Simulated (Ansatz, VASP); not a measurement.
Cu in VASP and in Ansatz

```
Cu
1.0
     2.41641    0.00000    0.00000
     0.00000    2.41641    0.00000
     0.00000    0.00000    2.41641
Cu
1
Direct
  0.00000 0.00000 0.00000
```

Alike in both runs: task single point; functional LDA; k mesh 15 × 15 × 15; occupations fermi-dirac, width 0.1 eV; no spin polarisation.

|  | VASP | Ansatz |
| --- | --- | --- |
| version | VASP 6.6.1 | Ansatz 0.2.0 |
| potentials or method | VASP PAW LDA potentials, release 64 (Cu_sv_GW), cutoff 700 eV | plane waves (420 eV) with PAW, scalar-relativistic |
| valence electrons in the cell | 19 | 19 |

|  | VASP | Ansatz | Ansatz less VASP |
| --- | --- | --- | --- |
| pressure (GPa) | -15.8 | -12.0 | +3.78 |

Ansatz warns that its potentials were made for another functional, while VASP's fit it. LDA's correlation is that of Perdew and Zunger in VASP and of Perdew and Wang (1992) in Ansatz.
